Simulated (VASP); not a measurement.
# Ga3AsP2 (I-4m2) in VASP: relaxation of cell and atoms with PBE

Aim: the relaxation of cell and atoms of Ga3AsP2 with PBE.

Program: VASP 6.6.1. These are calculated values, not measurements. Logs are shortened: lines on timing, memory, paths and dates and some standing lists are left out, and cuts for length are marked.

### 1 The cell of the first run

The structure is tetragonal, space group I-4m2 (No. 119). Conventional cell: a = 3.947 Å, b = 3.947 Å, c = 16.766 Å, α = 90.00°, β = 90.00°, γ = 90.00°. Within 3.2 Å of Ga (site symmetry -4m2) lie 4 P at 2.40 Å. Within 3.2 Å of Ga (site symmetry 2mm) lie 2 P at 2.40 Å and 2 As at 2.46 Å. P (site symmetry 2mm) has 4 Ga at 2.40 Å within 3.2 Å. As (site symmetry -4m2) has 4 Ga at 2.46 Å within 3.2 Å.

### 2 Relaxation of cell and atoms, PBE

File INCAR:

```
SYSTEM = Ga3AsP2
ALGO = Normal ; EDIFF = 1E-7
EDIFFG = -0.01 ; ENCUT = 600
GGA = PE ; IBRION = 2
ISIF = 3 ; ISMEAR = 0
KPAR = 4 ; LASPH = .TRUE.
LCHARG = .FALSE. ; LREAL = .FALSE.
LWAVE = .FALSE. ; NELM = 80
NSW = 100 ; PREC = Accurate
SIGMA = 0.02
```

File KPOINTS:

```
k-points
0
G
  10 10 10
  0 0 0
```

File POSCAR:

```
Ga3AsP2
1.0
   -1.9735282000      1.9735282000      8.3829168000
    1.9735282000     -1.9735282000      8.3829168000
    1.9735282000      1.9735282000     -8.3829168000
Ga P As
3 2 1
Direct
    0.0000000000      0.0000000000      0.0000000000
    0.6625270000      0.6625270000      0.0000000000
    0.3374730000      0.3374730000      0.0000000000
    0.5813000000      0.0813000000      0.5000000000
    0.9187000000      0.4187000000      0.5000000000
    0.2500000000      0.7500000000      0.5000000000
```

Potentials or basis: VASP PAW PBE potentials, release 64 (Ga_d, P, As).

Launch:

```console
$ cat potpaw_PBE.64/Ga_d/POTCAR potpaw_PBE.64/P/POTCAR potpaw_PBE.64/As/POTCAR > POTCAR
$ mpirun -np 4 vasp_std > vasp.out
```

OUTCAR:

```text
SYSTEM = Ga3AsP2
   EDIFF = 1E-7
   EDIFFG = -0.01
   ENCUT = 600
   GGA = PE
   IBRION = 2
   ISIF = 3
   ISMEAR = 0
   LASPH = .TRUE.
   LREAL = .FALSE.
   NELM = 80
   NSW = 100
   PREC = Accurate

 ion  position               nearest neighbor table
   1  0.000  0.000  0.000-   5 2.40   4 2.40   4 2.40   5 2.40
   2  0.663  0.663  0.000-   4 2.40   4 2.40   6 2.46   6 2.46
   3  0.337  0.337  0.000-   5 2.40   5 2.40   6 2.46   6 2.46
   4  0.581  0.081  0.500-   2 2.40   2 2.40   1 2.40   1 2.40
   5  0.919  0.419  0.500-   3 2.40   3 2.40   1 2.40   1 2.40
   6  0.250  0.750  0.500-   2 2.46   3 2.46   3 2.46   2 2.46

  LATTYP: Found a body centered tetragonal cell.
 ALAT       =     3.9470564000
 C/A-ratio  =     4.2476802713

  Lattice vectors:

 A1 = (  -1.9735282000,   1.9735282000,   8.3829168000)
 A2 = (   1.9735282000,  -1.9735282000,   8.3829168000)
 A3 = (   1.9735282000,   1.9735282000,  -8.3829168000)

Analysis of symmetry for initial positions (statically):
=====================================================================
 Subroutine PRICEL returns:
 Original cell was already a primitive cell.

 Routine SETGRP: Setting up the symmetry group for a
 body centered tetragonal supercell.

 Subroutine GETGRP returns: Found  8 space group operations
 (whereof  8 operations were pure point group operations)
 out of a pool of 16 trial point group operations.

The static configuration has the point symmetry D_2d.

Analysis of symmetry for dynamics (positions and initial velocities):
=====================================================================
 Subroutine PRICEL returns:
 Original cell was already a primitive cell.

 Routine SETGRP: Setting up the symmetry group for a
 body centered tetragonal supercell.

 Subroutine GETGRP returns: Found  8 space group operations
 (whereof  8 operations were pure point group operations)
 out of a pool of 16 trial point group operations.

The dynamic configuration has the point symmetry D_2d.

 Subroutine INISYM returns: Found  8 space group operations
 (whereof  8 operations are pure point group operations),
 and found     1 'primitive' translations

----------------------------------------------------------------------------------------

                                     Primitive cell

  volume of cell :     130.5996

  direct lattice vectors                    reciprocal lattice vectors
    -1.973528200  1.973528200  8.382916800     0.000000000  0.253353360  0.059645111
     1.973528200 -1.973528200  8.382916800     0.253353360  0.000000000  0.059645111
     1.973528200  1.973528200 -8.382916800     0.253353360  0.253353360  0.000000000

  length of vectors
     8.835322359  8.835322359  8.835322359     0.260279588  0.260279588  0.358295757

  position of ions in fractional coordinates (direct lattice)
     0.000000000  0.000000000  0.000000000
     0.662527000  0.662527000  0.000000000
     0.337473000  0.337473000  0.000000000
     0.581300000  0.081300000  0.500000000
     0.918700000  0.418700000  0.500000000
     0.250000000  0.750000000  0.500000000

  ion indices of the primitive-cell ions
   primitive index   ion index
                 1           1
                 2           2
                 3           3
                 4           4
                 5           5
                 6           6

[... 78 lines left out ...]
   ISYM   =      2    0-nonsym 1-usesym 2-fastsym
   POTIM  = 0.5000    time-step for ionic-motion
   TEBEG  =    0.0;   TEEND  =   0.0 temperature during run
   PSTRESS=    0.0 pullay stress
   NELECT =      54.0000    total number of electrons
   NUPDOWN=      -1.0000    fix difference up-down
   EMIN   =  10.00;   EMAX   =-10.00  energy-range for DOS
   EFERMI =   0.00;   METHOD = LEGACY
   ISMEAR =     0;   SIGMA  =   0.02  broadening in eV -4-tet -1-fermi 0-gaus
   EFERMI_NEDOS =   21; number of points for ismear=-14 and -15
   IALGO  =     38    algorithm
   IMIX   =      4    mixing-type and parameters
     AMIX     =   0.40;   BMIX     =  1.00
     AMIX_MAG =   1.60;   BMIX_MAG =  1.00
  volume/ion in A,a.u.               =      21.77       146.89
  Fermi-wavevector in a.u.,A,eV,Ry     =   1.219623  2.304753 20.238386  1.487479
  Thomas-Fermi vector in A             =   2.354868
   LORBIT       =      0    0 simple, 1 ext, 2 COOP (PROOUT), +10 PAW based schemes
   GGA     = PE    functional components
   LHFCALC =     F    Hartree Fock is set to
   AEXX    =    0.0000 exact exchange contribution
   IVDW    =     0    specifies the selected vdW correction
   LEPSILON=     F    determine dielectric tensor
   LRPA    =     F    only Hartree local field effects (RPA)
 conjugate gradient relaxation of ions
 non-spin polarized calculation
 Gauss-broadening in eV      SIGMA  =   0.02
  energy-cutoff  :      600.00
  volume of cell :      130.60
 maximum number of plane-waves:      4391
   NGX = 35   NGY = 35   NGZ = 35

--------------------------------------- Ionic step        1  -------------------------------------------

 number of electron      53.9999995 magnetization

 Free energy of the ion-electron system (eV)
  ---------------------------------------------------
  ext. energy  EPLUGINS =         0.00000000
  ---------------------------------------------------
  free energy    TOTEN  =       -26.48321410 eV

  energy without entropy =      -26.48321410  energy(sigma->0) =      -26.48321410

------------------------ aborting loop because EDIFF is reached ----------------------------------------

  FORCE on cell =-STRESS in cart. coord.  units (eV):
  Direction    XX          YY          ZZ          XY          YZ          ZX
  --------------------------------------------------------------------------------------
  -------------------------------------------------------------------------------------
  Total        0.0499710      0.0499710      0.0230232      0.0000000      0.0000000      0.0000000
  in kB        0.6130374      0.6130374      0.2824455      0.0000000      0.0000000      0.0000000
  external PRESSURE =       0.5028401 kB  Pullay stress =       0.0000000 kB

 VOLUME and BASIS-vectors are now :
 -----------------------------------------------------------------------------
  energy-cutoff  :      600.00
  volume of cell :      130.60
      direct lattice vectors                 reciprocal lattice vectors
    -1.973528200  1.973528200  8.382916800     0.000000000  0.253353360  0.059645111
     1.973528200 -1.973528200  8.382916800     0.253353360  0.000000000  0.059645111
     1.973528200  1.973528200 -8.382916800     0.253353360  0.253353360  0.000000000

 POSITION                                       TOTAL-FORCE (eV/Angst)
 -----------------------------------------------------------------------------------
      0.00000      0.00000      0.00000        -0.000000     -0.000000      0.000000
      0.00000      0.00000     11.10782         0.000000      0.000000     -0.015828
      0.00000      0.00000      5.65802         0.000000      0.000000      0.015828
      0.00000      1.97353      1.36306        -0.000000     -0.000000     -0.000158
     -0.00000      1.97353      7.01985        -0.000000     -0.000000      0.000158
      1.97353      0.00000      4.19146        -0.000000     -0.000000      0.000000
 -----------------------------------------------------------------------------------
    total drift:                                0.000002     -0.000002     -0.000000

  FREE ENERGIE OF THE ION-ELECTRON SYSTEM (eV)
  ---------------------------------------------------
  free  energy   TOTEN  =       -26.4832141003 eV

  energy  without entropy=      -26.4832141003  energy(sigma->0) =      -26.48321410

--------------------------------------- Ionic step        2  -------------------------------------------

 number of electron      53.9999996 magnetization

 Free energy of the ion-electron system (eV)
  ---------------------------------------------------
  ext. energy  EPLUGINS =         0.00000000
  ---------------------------------------------------
  free energy    TOTEN  =       -26.48324454 eV

  energy without entropy =      -26.48324454  energy(sigma->0) =      -26.48324454

 E-fermi :   4.1982     XC(G=0):  -9.5868

 val. band max:        4.0803223147   @ k =   0.0000   0.0000   0.0000
 cond. band min:       5.1136255631   @ k =   0.0000   0.0000   0.0000
 fundamental gap:      1.0333032484
 Fermi energy:         4.1981667576

 k-point     1 :       0.0000    0.0000    0.0000
  band No.  band energies     occupation
      1     -10.6360      2.00000
      2     -10.6100      2.00000
      3     -10.5522      2.00000
      4     -10.5522      2.00000
      5     -10.5402      2.00000
      6     -10.5042      2.00000
[... 829 lines left out ...]
     31       7.7766      0.00000
     32       8.0330      0.00000

 [... further k-points ...]

------------------------ aborting loop because EDIFF is reached ----------------------------------------

  FORCE on cell =-STRESS in cart. coord.  units (eV):
  Direction    XX          YY          ZZ          XY          YZ          ZX
  --------------------------------------------------------------------------------------
  -------------------------------------------------------------------------------------
  Total       -0.0078164     -0.0078164     -0.0229812      0.0000000      0.0000000      0.0000000
  in kB       -0.0957961     -0.0957961     -0.2816519      0.0000000      0.0000000      0.0000000
  external PRESSURE =      -0.1577480 kB  Pullay stress =       0.0000000 kB

 VOLUME and BASIS-vectors are now :
 -----------------------------------------------------------------------------
  energy-cutoff  :      600.00
  volume of cell :      130.73
      direct lattice vectors                 reciprocal lattice vectors
    -1.974321142  1.974321142  8.384468619     0.000000000  0.253251606  0.059634071
     1.974321142 -1.974321142  8.384468619     0.253251606  0.000000000  0.059634071
     1.974321142  1.974321142 -8.384468619     0.253251606  0.253251606  0.000000000

 POSITION                                       TOTAL-FORCE (eV/Angst)
 -----------------------------------------------------------------------------------
      1.97432      1.97432     -8.38447        -0.000000      0.000000      0.000000
      0.00000      0.00000     11.10911         0.000000     -0.000000     -0.005008
      0.00000      0.00000      5.65983         0.000000     -0.000000      0.005008
      0.00000      1.97432      1.36331         0.000000     -0.000000     -0.004359
     -0.00000      1.97432      7.02116         0.000000     -0.000000      0.004359
      1.97432      0.00000      4.19223        -0.000000      0.000000      0.000000
 -----------------------------------------------------------------------------------
    total drift:                                0.000002     -0.000002     -0.000000

  FREE ENERGIE OF THE ION-ELECTRON SYSTEM (eV)
  ---------------------------------------------------
  free  energy   TOTEN  =       -26.4832445379 eV

  energy  without entropy=      -26.4832445379  energy(sigma->0) =      -26.48324454

 reached required accuracy - stopping structural energy minimisation
```

Run time: 22 min. Hardware: 4 MPI ranks of Oxide Virtual Turin-like, shared host; peak memory 1.1 GiB.

Results:

| Item | Value |
| --- | --- |
| Free energy | -26.4832 eV |
| Relaxed volume | 21.79 Å³/atom |
| Relaxed cell | a = 8.837 Å, b = 8.837 Å, c = 8.837 Å, α = 154.18°, β = 154.18°, γ = 36.84° |
| Space group after relaxing (to 0.1 Å) | I-4m2 (No. 119) |
| Energy gained by relaxing | 0.0 meV/atom |
| Ionic steps | 2 |
| Pressure after relaxing | 0.0 GPa |
| Largest force after relaxing | 0.005 eV/Å |
| Band gap on the k mesh | 1.03 eV |

Forces on the atoms (eV/Å):
```
Ga   0.000  0.000  0.000
Ga   0.000  0.000 -0.005
Ga   0.000  0.000  0.005
P    0.000  0.000 -0.004
P    0.000  0.000  0.004
As   0.000  0.000  0.000
```

Final structure:
```
Ga P As
1.0
    -1.97432    1.97432    8.38447
     1.97432   -1.97432    8.38447
     1.97432    1.97432   -8.38447
Ga P As
3 2 1
Direct
  0.00000 0.00000 0.00000
  0.66248 0.66248 0.00000
  0.33752 0.33752 0.00000
  0.58130 0.08130 0.50000
  0.91870 0.41870 0.50000
  0.25000 0.75000 0.50000
```

Levels at points of the mesh, in eV from the valence-band top:
```
           k point  band 24  band 25  band 26  band 27  band 28  band 29  band 30  band 31
(0.00, 0.00, 0.00)    -2.00    -0.05     0.00     0.00     1.03     1.59     1.76     2.73
(0.50, 0.00, 0.00)    -1.37    -1.34    -1.12    -0.73     1.29     2.53     2.77     4.54
(0.50, 0.50, 0.00)    -3.15    -3.12    -2.59    -2.57     1.60     1.75     3.39     3.41
(0.50, 0.50, 0.50)    -1.16    -1.16    -0.77    -0.77     1.62     1.68     2.43     2.91
```

A k mesh can miss the band edges.
